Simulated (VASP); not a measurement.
A run of VASP 6.6.1 is set up as follows.

INCAR

```
  PREC = Accurate
  ENCUT = 520
  EDIFF = 1E-7
  ISMEAR = -1
  SIGMA = 0.05
  LREAL = False
  LASPH = True
  NELM = 60
  ALGO = Fast
  ISIF = 2
  LWAVE = False
  LCHARG = False
  GGA = PS
  NBANDS = 11
```

KPOINTS

```
Automatic mesh
0
Gamma
  12 12 12
```

File POSCAR:

```
Pt
1.0
   -1.5513812469      1.5513812469      1.5513812469
    1.5513812469     -1.5513812469      1.5513812469
    1.5513812469      1.5513812469     -1.5513812469
Pt
1
Direct
    0.0000000000      0.0000000000      0.0000000000
```

Potentials or basis: VASP PAW PBE potentials, release 64 (Pt).

The run is started by

```console
$ cat potpaw_PBE.64/Pt/POTCAR > POTCAR
$ mpirun -np 1 vasp_std > vasp.out
```

Estimate the pressure.

4.6 GPa.

Predict the band gap on the k mesh.

zero (band 5 reaches 12.20 eV, above the bottom of band 6 at 9.81 eV).

Caveat: the PAW data sets were made with another functional, which shifts forces and pressure a little; spin-orbit coupling is left out, which moves the levels of the heavy elements.
